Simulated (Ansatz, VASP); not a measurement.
## Two plane-wave programs on O

```
O
1.0
     2.64701   -1.54325    0.00000
     2.64701    1.54325    0.00000
    -2.22285    0.00000    3.38562
O
2
Direct
  0.02545 0.02545 0.15557
  0.97455 0.97455 0.84443
```

Change from the starting cell: volume scaled by 0.8, no spin polarisation, PAW files.

Alike in both runs: task single point; functional PBE; k mesh 10 × 10 × 8; occupations fermi-dirac, width 0.05 eV; no spin polarisation.

|  | VASP | Ansatz |
| --- | --- | --- |
| version | VASP 6.6.1 | Ansatz 0.2.0 |
| potentials or method | VASP PAW PBE potentials, release 64 (O) | PAW with Ansatz's default frozen-core files, scalar-relativistic |
| plane-wave cutoff (eV) | 520 | 420 |
| valence electrons in the cell | 12 | 12 |

```tsv
	VASP	Ansatz	Ansatz less VASP
pressure (GPa)	20.6	15.4	-5.20
traceless stress, the component that is largest in VASP (GPa)	34.66	25.78	-8.880
rms of the force components (eV/Å)	5.849	4.348	-1.5012
```

Atom by atom the forces differ by 1.502 eV/Å (rms over components).

Noted on VASP's run: the standard files for N, O and F lose accuracy on very short bonds; spin is off for a triplet molecule.
